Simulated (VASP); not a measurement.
# BaTiO3 in VASP: single point with PBE

Aim: the single point of BaTiO3 with PBE.

All numbers are computed with VASP 6.6.1; they aren't measurements. Logs are shortened: lines on timing, memory, paths and dates and some standing lists are left out, and cuts for length are marked.

## Step 1: The cell of the first run

The typed cell holds 10 atoms: a = 4.060 Å, b = 5.726 Å, c = 5.756 Å, α = 89.98°, β = 90.43°, γ = 90.00°.

## Step 2: Single point, PBE

INCAR reads:

```
SYSTEM = BaTiO3
ALGO     = Normal         ! electronic algorithm
EDIFF    = 1E-6           ! SCF threshold, eV
ENCUT    = 520            ! plane-wave cutoff, eV
GGA      = PE             ! functional
ISIF     = 2              ! what is computed and relaxed
ISMEAR   = -1             ! smearing method
LASPH    = .True.         ! aspherical terms in the spheres
LCHARG   = .True.         ! write CHGCAR
LELF     = .True.         ! ELF
LREAL    = .False.        ! projectors in reciprocal space
LVHAR    = .True.       
LWAVE    = .False.        ! write WAVECAR
NBANDS   = 51             ! bands
NELM     = 100            ! most SCF steps
PREC     = Accurate       ! precision mode
SIGMA    = 0.05           ! smearing width, eV
```

KPOINTS reads:

```
k-points
0
Gamma
  6 4 4
  0 0 0
```

POSCAR reads:

```
BaTiO3
1.0
   -0.0111489041      0.0105827068     -4.0597950577
    4.0491735947      4.0482967624     -0.0002554818
    4.0711122618     -4.0692550842      0.0213397742
Ba Ti O
2 2 6
Direct
    1.0092127719     -0.0000308339     -0.0091862642
    1.0092144315      0.4999712388      0.4908117626
    0.5235054943      0.4999573301      0.9765436513
    0.5234890249      0.9999482059      0.4765368818
    0.9819977728      0.5000126006      1.0073398455
   -0.0179994326      1.0000083952      0.5073306082
    0.4926415609      0.2447187737      0.2626349879
    0.4926464515      0.7447203195      0.7626451571
    0.4926478311      0.2553536587      0.7626753249
    0.4926440937      0.7553403115      0.2626680348
```

Potentials or basis: VASP PAW PBE potentials, release 64 (Ba_sv, Ti_sv, O).

Launch:

```sh
$ cat potpaw_PBE.64/Ba_sv/POTCAR potpaw_PBE.64/Ti_sv/POTCAR potpaw_PBE.64/O/POTCAR > POTCAR
$ mpirun -np 1 vasp_std > vasp.out
```

OUTCAR:

```text
SYSTEM = BaTiO3
   EDIFF = 1E-6
   ENCUT = 520
   GGA = PE
   ISIF = 2
   ISMEAR = -1
   LASPH = .True.
   LREAL = .False.
   NELM = 100
   PREC = Accurate

 ion  position               nearest neighbor table
   1  0.009  1.000  0.991-   9 2.78   6 2.78   8 2.78  10 2.87   5 2.87   9 2.87   8 2.87   7 2.87
                             5 2.87  10 2.98   6 2.98   7 2.98   4 3.43   3 3.48   4 3.48   3 3.48
   2  0.009  0.500  0.491-  10 2.78   5 2.78   7 2.78   9 2.87   6 2.87  10 2.87   6 2.87   7 2.87
                             8 2.87   9 2.98   5 2.98   8 2.98   3 3.43   4 3.48   3 3.48   4 3.48
   3  0.524  0.500  0.977-   5 1.87   9 1.87   8 1.87   7 2.21   5 2.21  10 2.21   2 3.43   1 3.48
                             1 3.48   2 3.48   2 3.54   1 3.54   1 3.54   2 3.64
   4  0.523  1.000  0.477-   6 1.87  10 1.87   7 1.87   8 2.21   6 2.21   9 2.21   1 3.43   1 3.48
                             2 3.48   2 3.48   2 3.54   1 3.54   2 3.54   1 3.64
   5  0.982  0.500  0.007-   3 1.87   3 2.21   2 2.78   1 2.87   1 2.87   2 2.98
   6  0.982  0.000  0.507-   4 1.87   4 2.21   1 2.78   2 2.87   2 2.87   1 2.98
   7  0.493  0.245  0.263-   4 1.87   3 2.21   2 2.78   2 2.87   1 2.87   1 2.98
   8  0.493  0.745  0.763-   3 1.87   4 2.21   1 2.78   1 2.87   2 2.87   2 2.98
   9  0.493  0.255  0.763-   3 1.87   4 2.21   1 2.78   2 2.87   1 2.87   2 2.98
  10  0.493  0.755  0.263-   4 1.87   3 2.21   2 2.78   1 2.87   2 2.87   1 2.98

  LATTYP: Found a triclinic cell.
 ALAT       =     5.7561486581
 B/A-ratio  =     0.7053021734
 C/A-ratio  =     0.9947234825
 COS(alpha) =     0.0000544062
 COS(beta)  =     0.0003362612
 COS(gamma) =     0.0074923038

  Lattice vectors:

 A1 = (  -4.0711122618,   4.0692550842,  -0.0213397742)
 A2 = (  -0.0111489041,   0.0105827068,  -4.0597950577)
 A3 = (  -4.0491735947,  -4.0482967624,   0.0002554818)

Analysis of symmetry for initial positions (statically):
=====================================================================
 Subroutine PRICEL returns:
 Original cell was already a primitive cell.

 Routine SETGRP: Setting up the symmetry group for a
 triclinic supercell.

 Subroutine GETGRP returns: Found  1 space group operations
 (whereof  1 operations were pure point group operations)
 out of a pool of  2 trial point group operations.

The static configuration has the point symmetry C_1 .

Analysis of symmetry for dynamics (positions and initial velocities):
=====================================================================
 Subroutine PRICEL returns:
 Original cell was already a primitive cell.

 Routine SETGRP: Setting up the symmetry group for a
 triclinic supercell.

 Subroutine GETGRP returns: Found  1 space group operations
 (whereof  1 operations were pure point group operations)
 out of a pool of  2 trial point group operations.

The dynamic configuration has the point symmetry C_1 .

 Subroutine INISYM returns: Found  1 space group operations
 (whereof  1 operations are pure point group operations),
 and found     1 'primitive' translations

----------------------------------------------------------------------------------------

                                     Primitive cell

  volume of cell :     133.8016

  direct lattice vectors                    reciprocal lattice vectors
    -0.011148904  0.010582707 -4.059795058     0.000637886 -0.000653569 -0.246321308
     4.049173595  4.048296762 -0.000255482     0.123467230  0.123523490 -0.000017073
     4.071112262 -4.069255084  0.021339774     0.122832983 -0.122859629 -0.000657580

  length of vectors
     4.059824159  5.725776239  5.756148658     0.246323001  0.174648819  0.173732157

  position of ions in fractional coordinates (direct lattice)
     0.009212772  0.999969166  0.990813736
     0.009214431  0.499971239  0.490811763
     0.523505494  0.499957330  0.976543651
     0.523489025  0.999948206  0.476536882
     0.981997773  0.500012601  0.007339845
     0.982000567  0.000008395  0.507330608
     0.492641561  0.244718774  0.262634988
     0.492646452  0.744720319  0.762645157
     0.492647831  0.255353659  0.762675325
     0.492644094  0.755340311  0.262668035

  ion indices of the primitive-cell ions
   primitive index   ion index
                 1           1
                 2           2
                 3           3
                 4           4
                 5           5
                 6           6
                 7           7
                 8           8
                 9           9
                10          10

----------------------------------------------------------------------------------------

 KPOINTS: k-points

Automatic generation of k-mesh.
 Grid dimensions read from file:
 generate k-points for:    6    4    4

 Generating k-lattice:

  Cartesian coordinates                     Fractional coordinates (reciprocal lattice)
     0.000106314 -0.000108928 -0.041053551     0.166666667  0.000000000  0.000000000
     0.030866808  0.030880873 -0.000004268     0.000000000  0.250000000 -0.000000000
     0.030708246 -0.030714907 -0.000164395    -0.000000000  0.000000000  0.250000000

  Length of vectors
     0.041053833  0.043662205  0.043433039

  Shift w.r.t. Gamma in fractional coordinates (k-lattice)
     0.000000000  0.000000000  0.000000000

 Subroutine IBZKPT returns following result:
 ===========================================

 Found     52 irreducible k-points:

 Following reciprocal coordinates:
            Coordinates               Weight
  0.000000  0.000000  0.000000      1.000000
  0.166667 -0.000000 -0.000000      2.000000
  0.333333  0.000000 -0.000000      2.000000
  0.500000  0.000000 -0.000000      1.000000
  0.000000  0.250000 -0.000000      2.000000
  0.166667  0.250000 -0.000000      2.000000
[... 16 lines left out ...]
  0.333333  0.250000  0.250000      2.000000
  0.500000  0.250000  0.250000      2.000000
 [... further k-points ...]
   k-points           NKPTS =     52   k-points in BZ     NKDIM =     52   number of bands    NBANDS=     51
   number of dos      NEDOS =    301   number of ions     NIONS =     10
   total plane-waves  NPLWV =  69120
   dimension x,y,z NGX =    30 NGY =   48 NGZ =   48
   dimension x,y,z NGXF=    60 NGYF=   96 NGZF=   96
   ions per type =               2   2   6
   NGX,Y,Z   is equivalent  to a cutoff of  12.28, 13.94, 13.86 a.u.
   NGXF,Y,Z  is equivalent  to a cutoff of  24.57, 27.87, 27.73 a.u.
 SYSTEM =  BaTiO3
   PREC   = accura    normal or accurate (medium, high low for compatibility)
   ISTART =      0    job   : 0-new  1-cont  2-samecut
   ICHARG =      2    charge: 1-file 2-atom 10-const
   ISPIN  =      1    spin polarized calculation?
   LNONCOLLINEAR =      F non collinear calculations
   LSORBIT =      F    spin-orbit coupling
   LASPH  =      T    aspherical Exc in radial PAW
   ENCUT  =  520.0 eV  38.22 Ry    6.18 a.u.   7.55 10.65 10.70*2*pi/ulx,y,z
   NELM   =    100;   NELMIN=  2; NELMDL= -5     # of ELM steps
   EDIFF  = 0.1E-05   stopping-criterion for ELM
   LREAL  =      F    real-space projection
   EDIFFG = 0.1E-04   stopping-criterion for IOM
   NSW    =      0    number of steps for IOM
   IBRION =     -1    ionic relax: 0-MD 1-quasi-New 2-CG
   NFREE  =      0    steps in history (QN), initial steepest desc. (CG)
   ISIF   =      2    stress and relaxation
   ISYM   =      2    0-nonsym 1-usesym 2-fastsym
   POTIM  = 0.5000    time-step for ionic-motion
   TEBEG  =    0.0;   TEEND  =   0.0 temperature during run
   PSTRESS=    0.0 pullay stress
   NELECT =      80.0000    total number of electrons
   NUPDOWN=      -1.0000    fix difference up-down
   EMIN   =  10.00;   EMAX   =-10.00  energy-range for DOS
   EFERMI =   0.00;   METHOD = LEGACY
   ISMEAR =    -1;   SIGMA  =   0.05  broadening in eV -4-tet -1-fermi 0-gaus
   EFERMI_NEDOS =   21; number of points for ismear=-14 and -15
   IALGO  =     38    algorithm
   IMIX   =      4    mixing-type and parameters
     AMIX     =   0.40;   BMIX     =  1.00
     AMIX_MAG =   1.60;   BMIX_MAG =  1.00
  volume/ion in A,a.u.               =      13.38        90.29
  Fermi-wavevector in a.u.,A,eV,Ry     =   1.379170  2.606253 25.879764  1.902109
  Thomas-Fermi vector in A             =   2.504164
   LORBIT       =      0    0 simple, 1 ext, 2 COOP (PROOUT), +10 PAW based schemes
   GGA     = PE    functional components
   LHFCALC =     F    Hartree Fock is set to
   AEXX    =    0.0000 exact exchange contribution
   IVDW    =     0    specifies the selected vdW correction
   LEPSILON=     F    determine dielectric tensor
   LRPA    =     F    only Hartree local field effects (RPA)
 non-spin polarized calculation
  energy-cutoff  :      520.00
  volume of cell :      133.80
 maximum number of plane-waves:      3628
   NGX = 15   NGY = 21   NGZ = 21

 number of electron      80.0000005 magnetization

 Free energy of the ion-electron system (eV)
  ---------------------------------------------------
  ext. energy  EPLUGINS =         0.00000000
  ---------------------------------------------------
  free energy    TOTEN  =       -80.10929721 eV

  energy without entropy =      -80.10929721  energy(sigma->0) =      -80.10929721

 E-fermi :   4.4813     XC(G=0): -11.0085

 val. band max:        3.4303010781   @ k =   0.5000   0.0000  -0.0000
 cond. band min:       6.0134827523   @ k =   0.0000   0.0000   0.0000
 fundamental gap:      2.5831816742
 Fermi energy:         4.4812555230

 k-point     1 :       0.0000    0.0000    0.0000
  band No.  band energies     occupation
      1     -52.8614      2.00000
      2     -52.8597      2.00000
      3     -29.1569      2.00000
      4     -29.1557      2.00000
      5     -29.1172      2.00000
      6     -29.1152      2.00000
[... 43 lines left out ...]
     50       8.4913      0.00000
     51       8.4944      0.00000

 k-point     2 :       0.1667   -0.0000   -0.0000
  band No.  band energies     occupation
      1     -52.8612      2.00000
      2     -52.8595      2.00000
      3     -29.1564      2.00000
      4     -29.1552      2.00000
      5     -29.1269      2.00000
      6     -29.1230      2.00000
[... 1180 lines left out ...]
 k-point    24 :       0.5000    0.2500    0.2500
  band No.  band energies     occupation
      1     -52.8602      2.00000
      2     -52.8593      2.00000
      3     -29.1579      2.00000
      4     -29.1559      2.00000
      5     -29.1547      2.00000
      6     -29.1354      2.00000
[... 43 lines left out ...]
     50      10.6254      0.00000
     51      10.8757      0.00000

 [... further k-points ...]
[... 5 lines left out ...]
  --------------------------------------------------------------------------------------
  -------------------------------------------------------------------------------------
  Total        1.3324719      1.3543569      1.3373559      0.0270996      0.0262356     -0.0298527
  in kB       15.9553835     16.2174405     16.0138661      0.3244979      0.3141523     -0.3574650
  external PRESSURE =      16.0622300 kB  Pullay stress =       0.0000000 kB

 VOLUME and BASIS-vectors are now :
 -----------------------------------------------------------------------------
  energy-cutoff  :      520.00
  volume of cell :      133.80
      direct lattice vectors                 reciprocal lattice vectors
    -0.011148904  0.010582707 -4.059795058     0.000637886 -0.000653569 -0.246321308
     4.049173595  4.048296762 -0.000255482     0.123467230  0.123523490 -0.000017073
     4.071112262 -4.069255084  0.021339774     0.122832983 -0.122859629 -0.000657580

 POSITION                                       TOTAL-FORCE (eV/Angst)
 -----------------------------------------------------------------------------------
      8.08266      0.01640     -0.01651         0.024727     -0.024182      0.024653
      4.02252      0.02689     -0.02706         0.024683     -0.024861      0.024686
      5.99420     -1.94429     -2.10461         0.050678     -0.053582      0.052945
      5.98316      2.11448     -2.11534         0.051393     -0.052859      0.052357
      2.04357      2.00472     -3.98668        -0.011485      0.011406     -0.054120
      2.05449     -2.05403     -3.97589        -0.011516      0.011274     -0.053708
      2.05463     -0.07282     -1.99448        -0.011051      0.053947     -0.011263
      6.11482     -0.08334     -1.98396        -0.011153      0.055389     -0.011159
      4.13342     -2.06456     -1.98384        -0.053682      0.011735     -0.012156
      4.12236      1.99419     -1.99462        -0.052594      0.011733     -0.012235
 -----------------------------------------------------------------------------------
    total drift:                                0.000864     -0.000792      0.001656

  FREE ENERGIE OF THE ION-ELECTRON SYSTEM (eV)
  ---------------------------------------------------
  free  energy   TOTEN  =       -80.1092972145 eV

  energy  without entropy=      -80.1092972144  energy(sigma->0) =      -80.10929721
```

Run time: 6.9 min. Hardware: 1 thread of Intel Xeon Platinum 8259CL at 2.50GHz (Skylake/Cascade Lake), shared host; peak memory 0.44 GiB.

Results:

| Item | Value |
| --- | --- |
| Free energy | -80.1093 eV |
| Pressure | 1.6 GPa |
| Largest force | 0.091 eV/Å |
| Band gap on the k mesh | 2.58 eV |

Forces on the atoms (eV/Å):
```
Ba   0.025 -0.024  0.025
Ba   0.025 -0.025  0.025
Ti   0.051 -0.054  0.053
Ti   0.051 -0.053  0.052
O   -0.011  0.011 -0.054
O   -0.012  0.011 -0.054
O   -0.011  0.054 -0.011
O   -0.011  0.055 -0.011
O   -0.054  0.012 -0.012
O   -0.053  0.012 -0.012
```

Caveat: spin-orbit coupling is left out, which moves the levels of the heavy elements.
